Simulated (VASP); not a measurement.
# ScB3S (P4/mmm) in VASP: a series of runs, part 3 of 3

VASP 6.6.1. Earlier steps stand in the parts before.

### Step 5. Relaxation of cell and atoms, PBE

This run uses another cell than the first one, of 7.93 Å³/atom, 0.658 times its volume.

Input file INCAR:

```
ALGO = Normal ; EDIFF = 1E-6
EDIFFG = -0.04 ; ENCUT = 600
GGA = PE ; IBRION = 2
ISIF = 3 ; ISMEAR = 0
LASPH = True ; LCHARG = False
LREAL = False ; LWAVE = False
NELM = 100 ; NSW = 90
PREC = Accurate ; SIGMA = 0.1
```

Input file KPOINTS:

```
k-points
0
Gamma
  6 6 4
```

Input file POSCAR:

```
ScB3S
1.0
    3.0299747700      0.0000000000      0.0000000000
    0.0000000000      3.0299747700      0.0000000000
    0.0000000000      0.0000000000      4.3185651300
Sc B S
1 3 1
Direct
    0.5000000000      0.5000000000      0.5000000000
    0.0000000000      0.0000000000      0.1763303900
    0.0000000000      0.0000000000      0.8236696100
    0.5000000000      0.5000000000      0.0000000000
    0.0000000000      0.0000000000      0.0000000000
```

Potentials or basis: VASP PAW PBE potentials, release 64 (Sc_sv, B, S).

Run with:

```console
> cat potpaw_PBE.64/Sc_sv/POTCAR potpaw_PBE.64/B/POTCAR potpaw_PBE.64/S/POTCAR > POTCAR
> mpirun -np 1 vasp_std > vasp.out
```

OUTCAR:

```text
EDIFF = 1E-6
   EDIFFG = -0.04
   ENCUT = 600
   GGA = PE
   IBRION = 2
   ISIF = 3
   ISMEAR = 0
   LASPH = True
   LREAL = False
   NELM = 100
   NSW = 90
   PREC = Accurate

 ion  position               nearest neighbor table
   1  0.500  0.500  0.500-   4 2.16   4 2.16   2 2.56   3 2.56   2 2.56   3 2.56   2 2.56   3 2.56
                             2 2.56   3 2.56   5 3.04   5 3.04   5 3.04   5 3.04   5 3.04   5 3.04
   2  0.000  0.000  0.176-   5 0.76   3 1.52   1 2.56   1 2.56   1 2.56   1 2.56
   3  0.000  0.000  0.824-   5 0.76   2 1.52   1 2.56   1 2.56   1 2.56   1 2.56
   4  0.500  0.500  0.000-   5 2.14   5 2.14   5 2.14   5 2.14   1 2.16   1 2.16
   5  0.000  0.000  0.000-   2 0.76   3 0.76   4 2.14   4 2.14   4 2.14   4 2.14   1 3.04   1 3.04
                             1 3.04   1 3.04   1 3.04   1 3.04   1 3.04   1 3.04

 -----------------------------------------------------------------------------
|                                                                             |
|           W    W    AA    RRRRR   N    N  II  N    N   GGGG   !!!           |
|           W    W   A  A   R    R  NN   N  II  NN   N  G    G  !!!           |
|           W    W  A    A  R    R  N N  N  II  N N  N  G       !!!           |
|           W WW W  AAAAAA  RRRRR   N  N N  II  N  N N  G  GGG   !            |
|           WW  WW  A    A  R   R   N   NN  II  N   NN  G    G                |
|           W    W  A    A  R    R  N    N  II  N    N   GGGG   !!!           |
|                                                                             |
|     The distance between some ions is very small. Please check the          |
|     nearest-neighbor list in the OUTCAR file.                               |
[... 765 lines left out ...]

  FORCE on cell =-STRESS in cart. coord.  units (eV):
  Direction    XX          YY          ZZ          XY          YZ          ZX
  --------------------------------------------------------------------------------------
  -------------------------------------------------------------------------------------
  Total      -14.3166130    -14.3166130   -307.9591634      0.0000000      0.0000000      0.0000000
  in kB      -99.0222204    -99.0222204  -2130.0289551      0.0000000      0.0000000      0.0000000
  external PRESSURE =    -776.0244653 kB  Pullay stress =       0.0000000 kB
[... 989 lines left out ...]
      6      -8.6265      2.00000
[... 9 lines left out ...]
     16       2.5111      0.00000
     17       3.0070      0.00000

 [... further k-points ...]

[... ionic steps 4 to 31 ...]

--------------------------------------- Ionic step       32  -------------------------------------------

 number of electron      25.9999992 magnetization

------------------------ aborting loop because EDIFF is reached ----------------------------------------
[... 73 lines left out ...]
--------------------------------------- Ionic step       34  -------------------------------------------

 number of electron      25.9999993 magnetization

 Free energy of the ion-electron system (eV)
  ---------------------------------------------------
  ext. energy  EPLUGINS =         0.00000000
  ---------------------------------------------------
  free energy    TOTEN  =       -25.62371209 eV

  energy without entropy =      -25.61121138  energy(sigma->0) =      -25.61746173

 E-fermi :   6.6156     XC(G=0): -11.3267

 val. band max:        6.6090885528   @ k =   0.3333   0.1667   0.5000
 cond. band min:       6.6325981822   @ k =   0.5000   0.1667   0.0000
 fundamental gap:      0.0235096293
 Fermi energy:         6.6155653512
[... 512 lines left out ...]
  FREE ENERGIE OF THE ION-ELECTRON SYSTEM (eV)
  ---------------------------------------------------
  free  energy   TOTEN  =       -25.6237120866 eV

  energy  without entropy=      -25.6112113794  energy(sigma->0) =      -25.61746173

 reached required accuracy - stopping structural energy minimisation
```

OSZICAR:

```text
N       E                     dE             d eps       ncg     rms          rms(c)
DAV:   1     0.479863388512E+03    0.47986E+03   -0.14834E+04  1044   0.182E+03
DAV:   2     0.145188705233E+03   -0.33467E+03   -0.33087E+03  1236   0.507E+02
DAV:   3     0.988858767294E+02   -0.46303E+02   -0.44456E+02  1702   0.165E+02
[... 648 lines left out ...]
DAV:   7    -0.255814728131E+02    0.25995E-04   -0.17064E-04  1499   0.111E-01    0.473E-02
DAV:   8    -0.255814724234E+02    0.38964E-06   -0.14035E-05  1412   0.366E-02    0.288E-02
DAV:   9    -0.255814699570E+02    0.24664E-05   -0.10673E-05  1476   0.191E-02    0.417E-03
DAV:  10    -0.255814702895E+02   -0.33253E-06   -0.35777E-07   537   0.500E-03
  25 F= -.25581470E+02 E0= -.25574594E+02  d E =-.319777E+00
       N       E                     dE             d eps       ncg     rms          rms(c)
DAV:   1    -0.2
```

It took 19 min on 1 thread of Intel Xeon Platinum 8259CL at 2.50GHz (Skylake/Cascade Lake), shared host; peak memory 0.19 GiB.

What came out:

* Free energy: -25.6237 eV
* Relaxed volume: 11.53 Å³/atom
* Relaxed cell: a = 2.920 Å, b = 2.920 Å, c = 6.760 Å, α = 90.00°, β = 90.00°, γ = 90.00°
* Space group after relaxing (to 0.05 Å): P4/mmm (No. 123)
* Energy gained by relaxing: 32229.6 meV/atom
* Ionic steps: 34
* Pressure after relaxing: -0.2 GPa
* Largest force after relaxing: 0.035 eV/Å
* Band gap on the k mesh: zero (band 13 reaches 7.62 eV, above the bottom of band 14 at 4.76 eV)

Forces on the atoms (eV/Å):
```
Sc   0.000  0.000  0.000
B    0.000  0.000 -0.035
B    0.000  0.000  0.035
B    0.000  0.000  0.000
S    0.000  0.000  0.000
```

Stress tensor (GPa, compression positive):
```
-0.13  0.00  0.00
 0.00 -0.13  0.00
 0.00  0.00 -0.37
```

Step by step:
| step | energy change (eV) | largest force (eV/Å) | pressure (GPa) | volume (Å³) |
| --- | --- | --- | --- | --- |
| 1 | 0.0000 | 293.3096 | 639.47 | 39.65 |
| 2 | 1.6287 | 1.4529 | -64.57 | 259.35 |
| 3 | -23.6142 | 0.6149 | -77.60 | 231.64 |
| 4 | -52.3670 | 0.2474 | -85.20 | 206.45 |
| 5 | 819.9034 | 2414.6131 | 616.19 | 117.06 |
| 6 | -2.9178 | 239.7344 | -49.36 | 202.63 |
| 7 | -110.1676 | 0.4504 | -78.50 | 158.43 |
| 8 | -115.2655 | 1.0237 | -74.66 | 153.32 |
| 9 | -131.5614 | 0.6864 | -58.35 | 134.92 |
| 10 | -139.2006 | 0.3305 | -49.25 | 125.92 |
| 11 | -141.3926 | 1.8258 | -43.99 | 121.48 |
| 12 | -142.2127 | 1.6079 | -40.90 | 119.27 |
| 13 | -135.6345 | 67.9961 | 172.83 | 50.60 |
| 14 | -148.2809 | 32.6017 | 57.46 | 65.98 |
| 15 | -154.0336 | 21.0023 | 45.68 | 59.03 |
| 16 | -157.4036 | 11.5030 | 57.37 | 48.56 |
| 17 | -157.1375 | 9.0115 | 73.52 | 44.79 |
| 18 | -158.9507 | 6.0400 | 44.66 | 48.59 |
| 19 | -160.6484 | 2.8250 | 7.82 | 56.91 |
| 20 | -160.7862 | 2.2571 | -1.15 | 60.26 |
| 21 | -160.7862 | 2.1572 | -2.83 | 61.01 |
| 22 | -160.8811 | 1.8605 | -2.07 | 60.21 |
| 23 | -161.0692 | 0.9761 | 1.11 | 57.83 |
| 24 | -160.9477 | 0.6555 | 12.25 | 53.25 |
| 25 | -161.1060 | 0.4052 | 4.06 | 56.30 |
| 26 | -161.1317 | 0.2319 | 2.00 | 57.00 |
| 27 | -161.1441 | 0.0003 | -1.15 | 58.21 |
| 28 | -161.1445 | 0.0291 | -0.74 | 58.03 |
| 29 | -161.1445 | 0.0350 | -0.64 | 57.99 |
| 30 | -161.1459 | 0.0082 | -0.43 | 57.87 |
| 31 | -161.1475 | 0.0708 | 0.25 | 57.49 |
| 32 | -161.1475 | 0.0648 | 0.21 | 57.52 |
| 33 | -161.1478 | 0.0580 | 0.09 | 57.55 |
| 34 | -161.1482 | 0.0355 | -0.21 | 57.64 |

Final structure:
```
CELL_PARAMETERS angstrom
2.92014 0.00000 0.00000
0.00000 2.92014 0.00000
0.00000 0.00000 6.75994
ATOMIC_POSITIONS crystal
Sc 0.50000 0.50000 0.50000
B 0.00000 0.00000 0.28371
B 0.00000 0.00000 0.71629
B 0.50000 0.50000 0.00000
S 0.00000 0.00000 0.00000
```

Levels at points of the mesh, in eV from the Fermi level:
```
           k point  band 10  band 11  band 12  band 13  band 14  band 15  band 16  band 17
(0.00, 0.00, 0.00)    -2.81    -2.18    -0.72     0.06     1.47     1.47     2.93     4.08
(0.50, 0.00, 0.00)    -3.06    -3.04    -2.07    -0.05     0.62     1.30     1.61     2.90
(0.50, 0.50, 0.00)    -5.32    -2.82    -2.82    -0.50    -0.50     0.41     0.67     1.77
(0.00, 0.00, 0.50)    -4.77    -1.37     0.07     1.01     2.00     2.00     2.85     2.85
(0.50, 0.00, 0.50)    -3.95    -2.03    -0.95    -0.28     0.45     0.61     1.28     3.00
(0.50, 0.50, 0.50)    -4.73    -1.89    -1.89    -1.86    -1.86    -1.36     0.13     4.18
```

Caveat: the k points lie up to 0.36 Å⁻¹ apart in the final cell; the volume moved by over 15 % at a fixed basis, so the end points are rough.

### Step 6. Overview

| task | cell | k mesh | cutoff (eV) | gap on the mesh (eV) | pressure (GPa) | relaxed volume (Å³/atom) | largest force (eV/Å) |
| --- | --- | --- | --- | --- | --- | --- | --- |
| single point | a = 3.313, b = 3.313, c = 5.489 Å, 5 atoms | 12 × 12 × 8 | 520 | none | 0.2 | - | 0.03 |
| relaxation of cell and atoms | relaxed from a = 3.276, b = 3.276, c = 5.575 Å, 5 atoms | 12 × 12 × 8 | 600 | none | 0.0 | 12.07 | - |
| single point | a = 3.276, b = 3.276, c = 5.575 Å, 5 atoms | 6 × 6 × 4 | 520 | none | 0.1 | - | 0.04 |
| relaxation of cell and atoms | relaxed from a = 3.030, b = 3.030, c = 4.319 Å, 5 atoms | 6 × 6 × 4 | 600 | none | -0.2 | 11.53 | 0.04 |

Alike in all rows: level PBE; potentials or basis VASP PAW PBE potentials, release 64 (Sc_sv, B, S); no spin polarisation; smearing gaussian 0.1 eV.

Caveats: some runs use coarse meshes; the volume moved by over 15 % at a fixed basis, so the end points are rough (some runs).

Absolute energies hang on the potentials; compare differences alone.
